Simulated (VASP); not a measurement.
# FeCo3 (P4/mmm) in VASP: notebook, part 2 of 2

VASP 6.6.1. Earlier steps stand in the parts before.

### 3 Single point, r2SCAN, collinear spin, ferromagnetic start

POSCAR

```
FeCo3
1.0
    2.4660100000      0.0000000000      0.0000000000
    0.0000000000      2.4660100000      0.0000000000
    0.0000000000      0.0000000000      7.0634590000
Fe Co
1 3
Direct
    0.0000000000      0.0000000000      0.0000000000
    0.5000000000      0.5000000000      0.7454040000
    0.0000000000      0.0000000000      0.5000000000
    0.5000000000      0.5000000000      0.2545960000
```

INCAR.step1

```
SYSTEM = FeCo3
PREC = Accurate ; ENCUT = 520
ISMEAR = 0 ; SIGMA = 0.1
LREAL = .False. ; LASPH = .True.
NELM = 150 ; ISPIN = 2
MAGMOM = 3.1 2.09 2.12 2.09 ; LMAXMIX = 4
NBANDS = 30 ; GGA = PE
ALGO = Normal ; EDIFF = 1E-4
LWAVE = .True. ; LCHARG = .False.
```

INCAR.step2

```
SYSTEM = FeCo3
PREC = Accurate ; ENCUT = 520
EDIFF = 1E-7 ; ISMEAR = 0
SIGMA = 0.1 ; LREAL = .False.
LASPH = .True. ; NELM = 150
ALGO = Normal ; ISIF = 2
LWAVE = .False. ; LCHARG = .False.
ISPIN = 2 ; MAGMOM = 3.1 2.09 2.12 2.09
LORBIT = 11 ; LMAXMIX = 4
METAGGA = R2SCAN ; LMIXTAU = .True.
NBANDS = 30 ; ISTART = 1
```

KPOINTS

```
regular mesh
0
Gamma
  8 8 4
  0 0 0
```

Potentials or basis: VASP PAW PBE potentials, release 64 (Fe, Co).

Launch:

```bash
> cat potpaw_PBE.64/Fe/POTCAR potpaw_PBE.64/Co/POTCAR > POTCAR
> cp INCAR.step1 INCAR
> mpirun -np 1 vasp_std > vasp.out
> cp INCAR.step2 INCAR
> mpirun -np 1 vasp_std > vasp.out
```

OUTCAR:

```text
SYSTEM = FeCo3
   PREC = Accurate
   ENCUT = 520
   EDIFF = 1E-7
   ISMEAR = 0
   LREAL = .False.
   LASPH = .True.
   NELM = 150
   ISIF = 2
   ISPIN = 2
   LORBIT = 11
   METAGGA = R2SCAN
   ISTART = 1

 ion  position               nearest neighbor table
   1  0.000  0.000  0.000-   2 2.50   4 2.50   2 2.50   4 2.50   2 2.50   4 2.50   2 2.50   4 2.50

   2  0.500  0.500  0.745-   3 2.46   3 2.46   3 2.46   3 2.46   1 2.50   1 2.50   1 2.50   1 2.50

   3  0.000  0.000  0.500-   2 2.46   4 2.46   2 2.46   4 2.46   2 2.46   4 2.46   2 2.46   4 2.46

   4  0.500  0.500  0.255-   3 2.46   3 2.46   3 2.46   3 2.46   1 2.50   1 2.50   1 2.50   1 2.50

  LATTYP: Found a simple tetragonal cell.
[... 1770 lines left out ...]
     0.000000000  2.466010000  0.000000000     0.000000000  0.405513360  0.000000000
     0.000000000  0.000000000  7.063459000     0.000000000  0.000000000  0.141573696

 POSITION                                       TOTAL-FORCE (eV/Angst)
 -----------------------------------------------------------------------------------
      0.00000      0.00000      0.00000         0.000000      0.000000      0.000000
      1.23300      1.23300      5.26513         0.000000      0.000000     -0.439255
      0.00000      0.00000      3.53173         0.000000      0.000000      0.000000
      1.23300      1.23300      1.79833         0.000000      0.000000      0.439255
 -----------------------------------------------------------------------------------
    total drift:                                0.000000      0.000000      0.000000

  FREE ENERGIE OF THE ION-ELECTRON SYSTEM (eV)
  ---------------------------------------------------
  free  energy   TOTEN  =       -54.0406680082 eV

  energy  without entropy=      -54.0282152887  energy(sigma->0) =      -54.03444165

 total charge

# of ion       s       p       d       tot
------------------------------------------
    1        0.501   0.583   6.209   7.293
    2        0.524   0.587   7.240   8.351
    3        0.525   0.590   7.236   8.350
    4        0.524   0.587   7.240   8.351
--------------------------------------------------
tot          2.074   2.347  27.925  32.345

 magnetization (x)

# of ion       s       p       d       tot
------------------------------------------
    1        0.002  -0.070   2.807   2.739
    2       -0.013  -0.077   1.891   1.802
    3       -0.007  -0.068   1.918   1.843
    4       -0.013  -0.077   1.891   1.802
--------------------------------------------------
tot         -0.031  -0.291   8.508   8.186
```

OUTCAR.step1:

```text
SYSTEM = FeCo3
   PREC = Accurate
   ENCUT = 520
   ISMEAR = 0
   LREAL = .False.
   LASPH = .True.
[... 1791 lines left out ...]
      1.23300      1.23300      5.26513         0.000000      0.000000     -0.208263
      0.00000      0.00000      3.53173         0.000000      0.000000     -0.000000
      1.23300      1.23300      1.79833         0.000000      0.000000      0.208263
 -----------------------------------------------------------------------------------
    total drift:                                0.000000      0.000000      0.000000

  FREE ENERGIE OF THE ION-ELECTRON SYSTEM (eV)
  ---------------------------------------------------
  free  energy   TOTEN  =       -29.2286206103 eV

  energy  without entropy=      -29.2070779990  energy(sigma->0) =      -29.21784930
```

OSZICAR.step1:

```text
N       E                     dE             d eps       ncg     rms          rms(c)
DAV:   1     0.229106548132E+03    0.22911E+03   -0.15411E+04  5672   0.157E+03
DAV:   2    -0.193255551670E+02   -0.24843E+03   -0.23039E+03  5412   0.301E+02
DAV:   3    -0.328669259178E+02   -0.13541E+02   -0.12695E+02  5954   0.959E+01
DAV:   4    -0.330751954303E+02   -0.20827E+00   -0.20801E+00  6166   0.124E+01
DAV:   5    -0.330839703718E+02   -0.87749E-02   -0.87744E-02  8180   0.193E+00    0.221E+01
DAV:   6    -0.304352247596E+02    0.26487E+01   -0.25996E+01  6114   0.761E+01    0.167E+01
DAV:   7    -0.407403606344E+02   -0.10305E+02   -0.48282E+01  6540   0.114E+02    0.485E+01
DAV:   8    -0.312772746109E+02    0.94631E+01   -0.35244E+01  6842   0.603E+01    0.221E+01
DAV:   9    -0.289934635862E+02    0.22838E+01   -0.64385E+00  7840   0.432E+01    0.732E+00
DAV:  10    -0.291216797923E+02   -0.12822E+00   -0.70839E-01  6808   0.122E+01    0.391E+00
DAV:  11    -0.291920418910E+02   -0.70362E-01   -0.11656E-01  6738   0.372E+00    0.303E+00
DAV:  12    -0.292165235181E+02   -0.24482E-01   -0.75592E-02  7590   0.376E+00    0.137E+00
DAV:  13    -0.292305461609E+02   -0.14023E-01   -0.19033E-02  6436   0.193E+00    0.121E+00
DAV:  14    -0.292296006537E+02    0.94551E-03   -0.48255E-03  8100   0.123E+00    0.678E-01
DAV:  15    -0.292281647871E+02    0.14359E-02   -0.27310E-03  7658   0.109E+00    0.258E-01
DAV:  16    -0.292284593503E+02   -0.29456E-03   -0.89129E-04  6146   0.441E-01    0.203E-01
DAV:  17    -0.292285739562E+02   -0.11461E-03   -0.26573E-04  4204   0.378E-01    0.102E-01
DAV:  18    -0.292286206103E+02   -0.46654E-04   -0.15961E-04  3746   0.157E-01
   1 F= -.29228621E+02 E0= -.29217849E+02  d E =-.215426E-01  mag=     7.4500
```

Run time: 4.1 min. Hardware: 1 thread of Intel Xeon 6975P-C (Granite Rapids), shared host; peak memory 0.22 GiB.

Results:

- Free energy: -54.0407 eV
- Pressure: 5.8 GPa
- Largest force: 0.439 eV/Å
- Net moment: 8.00 μB per cell
- Site moments: Fe +2.74; Co +1.80, +1.84 (each value once) μB
- Valence electrons inside the program's atomic spheres: Fe 7.29; Co 8.35

Forces in eV/Å, atoms in the order of the input:
```
Fe   0.000  0.000  0.000
Co   0.000  0.000 -0.439
Co   0.000  0.000  0.000
Co   0.000  0.000  0.439
```

Caveat: the cell stands under pressure; the PAW data sets were made with another functional, which shifts forces and pressure a little.

### 4 Single point, r2SCAN, collinear spin, ferromagnetic start

POSCAR is that of step 3.

INCAR.step1

```
PREC     = Accurate       # precision mode
ENCUT    = 520            # plane-wave cutoff, eV
ISMEAR   = 0              # smearing method
SIGMA    = 0.1            # smearing width, eV
LREAL    = F              # projectors in reciprocal space
LASPH    = T              # aspherical terms in the spheres
NELM     = 150            # most SCF steps
ISPIN    = 2              # spin polarisation
MAGMOM   = 3.1 2.09 2.12 2.09 # initial moments
LMAXMIX  = 4              # l up to which the mixer works
NBANDS   = 30             # bands
GGA      = PE             # functional
ALGO     = Normal         # electronic algorithm
EDIFF    = 1E-4           # SCF threshold, eV
LWAVE    = T              # write WAVECAR
LCHARG   = F              # write CHGCAR
```

INCAR.step2

```
PREC     = Accurate       # precision mode
ENCUT    = 520            # plane-wave cutoff, eV
EDIFF    = 1E-7           # SCF threshold, eV
ISMEAR   = 0              # smearing method
SIGMA    = 0.1            # smearing width, eV
LREAL    = F              # projectors in reciprocal space
LASPH    = T              # aspherical terms in the spheres
NELM     = 150            # most SCF steps
ALGO     = Normal         # electronic algorithm
ISIF     = 2              # what is computed and relaxed
LWAVE    = F              # write WAVECAR
LCHARG   = F              # write CHGCAR
ISPIN    = 2              # spin polarisation
MAGMOM   = 3.1 2.09 2.12 2.09 # initial moments
LORBIT   = 11             # projections on sites
LMAXMIX  = 4              # l up to which the mixer works
METAGGA  = R2SCAN         # meta-GGA
LMIXTAU  = T            
NBANDS   = 30             # bands
ISTART   = 1
```

KPOINTS

```
regular mesh
0
Gamma
  10 10 4
```

Potentials or basis: VASP PAW PBE potentials, release 64 (Fe, Co).

Launch:

```bash
> cat potpaw_PBE.64/Fe/POTCAR potpaw_PBE.64/Co/POTCAR > POTCAR
> cp INCAR.step1 INCAR
> mpirun -np 1 vasp_std > vasp.out
> cp INCAR.step2 INCAR
> mpirun -np 1 vasp_std > vasp.out
```

OUTCAR:

```text
PREC = Accurate
   ENCUT = 520
   EDIFF = 1E-7
   ISMEAR = 0
   LREAL = F
   LASPH = T
   NELM = 150
   ISIF = 2
   ISPIN = 2
   LORBIT = 11
   METAGGA = R2SCAN
   ISTART = 1

 ion  position               nearest neighbor table
   1  0.000  0.000  0.000-   2 2.50   4 2.50   2 2.50   4 2.50   2 2.50   4 2.50   2 2.50   4 2.50

   2  0.500  0.500  0.745-   3 2.46   3 2.46   3 2.46   3 2.46   1 2.50   1 2.50   1 2.50   1 2.50

   3  0.000  0.000  0.500-   2 2.46   4 2.46   2 2.46   4 2.46   2 2.46   4 2.46   2 2.46   4 2.46

   4  0.500  0.500  0.255-   3 2.46   3 2.46   3 2.46   3 2.46   1 2.50   1 2.50   1 2.50   1 2.50

  LATTYP: Found a simple tetragonal cell.
 ALAT       =     2.4660100000
 C/A-ratio  =     2.8643269898

  Lattice vectors:

 A1 = (   2.4660100000,   0.0000000000,   0.0000000000)
 A2 = (   0.0000000000,   2.4660100000,   0.0000000000)
 A3 = (   0.0000000000,   0.0000000000,   7.0634590000)

Analysis of symmetry for initial positions (statically):
=====================================================================
 Subroutine PRICEL returns:
 Original cell was already a primitive cell.

 Routine SETGRP: Setting up the symmetry group for a
 simple tetragonal supercell.

 Subroutine GETGRP returns: Found 16 space group operations
 (whereof 16 operations were pure point group operations)
 out of a pool of 16 trial point group operations.

The static configuration has the point symmetry D_4h.

Analysis of symmetry for dynamics (positions and initial velocities):
=====================================================================
 Subroutine PRICEL returns:
 Original cell was already a primitive cell.

 Routine SETGRP: Setting up the symmetry group for a
 simple tetragonal supercell.

 Subroutine GETGRP returns: Found 16 space group operations
 (whereof 16 operations were pure point group operations)
 out of a pool of 16 trial point group operations.

[... 163 lines left out ...]

  energy without entropy =      -54.02370907  energy(sigma->0) =      -54.03044773

 E-fermi :   9.6957     XC(G=0): -14.7022

 val. band max:        9.6916295496   @ k =   0.4000   0.0000   0.5000
 cond. band min:       9.6957370083   @ k =   0.3000   0.2000   0.2500
 fundamental gap:      0.0041074586
 Fermi energy:         9.6957322754

 spin component 1

 k-point     1 :       0.0000    0.0000    0.0000
  band No.  band energies     occupation
      1       0.0737      1.00000
      2       2.8696      1.00000
      3       2.9183      1.00000
      4       3.4308      1.00000
      5       4.2063      1.00000
      6       5.1489      1.00000
[... 757 lines left out ...]
     28      24.5848      0.00000
     29      27.1816      0.00000

 [... further k-points ...]

 spin component 2

 k-point     1 :       0.0000    0.0000    0.0000
  band No.  band energies     occupation
      1      -0.4004      1.00000
      2       2.6801      1.00000
      3       2.8532      1.00000
      4       5.4432      1.00000
      5       5.8882      1.00000
      6       6.9279      1.00000
[... 757 lines left out ...]
     28      25.3534      0.00000
     29      27.8973      0.00000

 [... further k-points ...]

 [bands above 29 left out]

------------------------ aborting loop because EDIFF is reached ----------------------------------------

  FORCE on cell =-STRESS in cart. coord.  units (eV):
  Direction    XX          YY          ZZ          XY          YZ          ZX
  --------------------------------------------------------------------------------------
  -------------------------------------------------------------------------------------
  Total        1.5661967      1.5661967      1.7357985      0.0000000      0.0000000      0.0000000
  in kB       58.4184197     58.4184197     64.7444867      0.0000000      0.0000000      0.0000000
  external PRESSURE =      60.5271087 kB  Pullay stress =       0.0000000 kB

 VOLUME and BASIS-vectors are now :
 -----------------------------------------------------------------------------
  energy-cutoff  :      520.00
  volume of cell :       42.95
      direct lattice vectors                 reciprocal lattice vectors
     2.466010000  0.000000000  0.000000000     0.405513360  0.000000000  0.000000000
     0.000000000  2.466010000  0.000000000     0.000000000  0.405513360  0.000000000
     0.000000000  0.000000000  7.063459000     0.000000000  0.000000000  0.141573696

 POSITION                                       TOTAL-FORCE (eV/Angst)
 -----------------------------------------------------------------------------------
      0.00000      0.00000      0.00000         0.000000      0.000000      0.000000
      1.23300      1.23300      5.26513         0.000000      0.000000     -0.405938
      0.00000      0.00000      3.53173         0.000000      0.000000      0.000000
      1.23300      1.23300      1.79833         0.000000      0.000000      0.405938
 -----------------------------------------------------------------------------------
    total drift:                                0.000000      0.000000      0.000000

  FREE ENERGIE OF THE ION-ELECTRON SYSTEM (eV)
  ---------------------------------------------------
  free  energy   TOTEN  =       -54.0371863851 eV

  energy  without entropy=      -54.0237090675  energy(sigma->0) =      -54.03044773

 total charge

# of ion       s       p       d       tot
------------------------------------------
    1        0.502   0.582   6.208   7.292
    2        0.525   0.586   7.241   8.352
    3        0.525   0.589   7.235   8.350
    4        0.525   0.586   7.241   8.352
--------------------------------------------------
tot          2.077   2.344  27.925  32.346

 magnetization (x)

# of ion       s       p       d       tot
------------------------------------------
    1        0.002  -0.068   2.818   2.751
    2       -0.012  -0.075   1.895   1.808
    3       -0.007  -0.067   1.923   1.849
    4       -0.012  -0.075   1.895   1.808
--------------------------------------------------
tot         -0.028  -0.286   8.531   8.217
```

OUTCAR.step1:

```text
PREC = Accurate
   ENCUT = 520
   ISMEAR = 0
   LREAL = F
[... 1791 lines left out ...]
      0.00000      0.00000      0.00000         0.000000      0.000000      0.000000
      1.23300      1.23300      5.26513         0.000000      0.000000     -0.166571
      0.00000      0.00000      3.53173         0.000000      0.000000      0.000000
      1.23300      1.23300      1.79833         0.000000      0.000000      0.166571
 -----------------------------------------------------------------------------------
    total drift:                                0.000000      0.000000      0.000000

  FREE ENERGIE OF THE ION-ELECTRON SYSTEM (eV)
  ---------------------------------------------------
  free  energy   TOTEN  =       -29.2231480582 eV

  energy  without entropy=      -29.2021725163  energy(sigma->0) =      -29.21266029
```

OSZICAR.step1:

```text
N       E                     dE             d eps       ncg     rms          rms(c)
DAV:   1     0.231990776108E+03    0.23199E+03   -0.15451E+04  7880   0.158E+03
DAV:   2    -0.189464824049E+02   -0.25094E+03   -0.23359E+03  7572   0.303E+02
DAV:   3    -0.328491765860E+02   -0.13903E+02   -0.13045E+02  8268   0.972E+01
DAV:   4    -0.330594902108E+02   -0.21031E+00   -0.21008E+00  8780   0.124E+01
DAV:   5    -0.330682020261E+02   -0.87118E-02   -0.87112E-02 11318   0.191E+00    0.221E+01
DAV:   6    -0.301944761982E+02    0.28737E+01   -0.24955E+01  8496   0.746E+01    0.146E+01
DAV:   7    -0.401265480559E+02   -0.99321E+01   -0.41072E+01  9096   0.111E+02    0.475E+01
DAV:   8    -0.304074052769E+02    0.97191E+01   -0.31425E+01  9546   0.600E+01    0.173E+01
DAV:   9    -0.291824265375E+02    0.12250E+01   -0.56314E+00 11244   0.400E+01    0.814E+00
DAV:  10    -0.291627120902E+02    0.19714E-01   -0.64030E-01 10292   0.138E+01    0.344E+00
DAV:  11    -0.292015160879E+02   -0.38804E-01   -0.11923E-01  9702   0.405E+00    0.234E+00
DAV:  12    -0.292117456069E+02   -0.10230E-01   -0.51740E-02 10442   0.308E+00    0.104E+00
DAV:  13    -0.292207836888E+02   -0.90381E-02   -0.12558E-02  9106   0.131E+00    0.602E-01
DAV:  14    -0.292230911267E+02   -0.23074E-02   -0.34614E-03 10304   0.688E-01    0.369E-01
DAV:  15    -0.292230548337E+02    0.36293E-04   -0.13423E-03  9162   0.779E-01    0.172E-01
DAV:  16    -0.292231480582E+02   -0.93224E-04   -0.20473E-04  5154   0.232E-01
   1 F= -.29223148E+02 E0= -.29212660E+02  d E =-.209755E-01  mag=     7.4053
```

It took 5.6 min on 1 thread of Intel Xeon 6975P-C (Granite Rapids), shared host; peak memory 0.25 GiB.

What came out:

| Property | Result |
| --- | --- |
| Free energy | -54.0372 eV |
| Pressure | 6.1 GPa |
| Largest force | 0.406 eV/Å |
| Net moment | 8.03 μB per cell |
| Site moments | Fe +2.75; Co +1.81, +1.85 (each value once) μB |
| Valence electrons inside the program's atomic spheres | Fe 7.29; Co 8.35 |

Forces on the atoms (eV/Å):
```
Fe   0.000  0.000  0.000
Co   0.000  0.000 -0.406
Co   0.000  0.000  0.000
Co   0.000  0.000  0.406
```

Stress tensor (GPa, compression positive):
```
5.84 0.00 0.00
0.00 5.84 0.00
0.00 0.00 6.47
```

Caveat: the cell stands under pressure; the PAW data sets were made with another functional, which shifts forces and pressure a little.

### 5 Summary

```csv
k mesh,smearing,gap on the mesh (eV),pressure (GPa),moment (μB),largest force (eV/Å)
8 × 8 × 3,gaussian 0.4 eV,none,5.9,7.97,0.35
8 × 8 × 4,gaussian 0.1 eV,none,5.8,8.00,0.44
10 × 10 × 4,gaussian 0.1 eV,none,6.1,8.03,0.41
```

Alike in all rows: task single point; level r2SCAN; potentials or basis VASP PAW PBE potentials, release 64 (Fe, Co); spin collinear, ferromagnetic start; cell as given; cutoff (eV) 520.

Caveats: the cell stands under pressure; the PAW data sets were made with another functional, which shifts forces and pressure a little; so wide a smearing shifts energies and pressures (at least some runs).

Total energies depend on the potentials used, so only differences within one code and one set of settings carry meaning.

The gap in the log of VASP goes by the Fermi energy; the results here count the filled bands.